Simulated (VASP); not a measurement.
Write the native input for VASP 6.6.1 that does the following.

| Item | Value |
| --- | --- |
| Task | single point |
| Functional | LDA |
| Potentials or basis | VASP PAW LDA potentials, release 64 (Al, N) |
| Cutoff | 520 eV |
| k mesh | 8 × 8 × 4 |
| Occupations | gaussian, width 0.01 eV |
| Spin | no spin polarisation |
| Dipole correction | no |
| Further INCAR settings | ALGO = Normal; EDIFF = 1e-06; NBANDS = 16 |

The structure of AlN lies in POSCAR:

```
AlN
1.0
    3.0297051255      0.0000000000      0.0000000000
   -1.5148525628      2.6238016047      0.0000000000
    0.0000000000      0.0000000000      4.8225057304
Al N
2 2
Direct
    0.3333333333      0.6666666667     -0.0017916371
    0.6666666667      0.3333333333      0.4982083629
    0.3333333333      0.6666666667      0.3817916371
    0.6666666667      0.3333333333      0.8817916371
```

The input as run:

INCAR

```
SYSTEM = AlN
ALGO = Normal ; EDIFF = 1E-6
ENCUT = 520 ; ISIF = 2
ISMEAR = 0 ; LASPH = .True.
LCHARG = .False. ; LREAL = .False.
LWAVE = .False. ; NBANDS = 16
NELM = 100 ; PREC = Accurate
SIGMA = 0.01
```

KPOINTS

```
k-points
0
Gamma
  8 8 4
  0 0 0
```

Potentials or basis: VASP PAW LDA potentials, release 64 (Al, N).

Launch:

```console
$ cat potpaw_LDA.64/Al/POTCAR potpaw_LDA.64/N/POTCAR > POTCAR
$ mpirun -np 1 vasp_std > vasp.out
```

It gave:

The pressure is 15.9 GPa and the band gap on the k mesh is 4.96 eV, direct.

Wall time 5.4 s on 1 thread of Intel(R) Xeon(R) 6975P-C (Granite Rapids), on a shared host, peak memory 0.14 GiB.
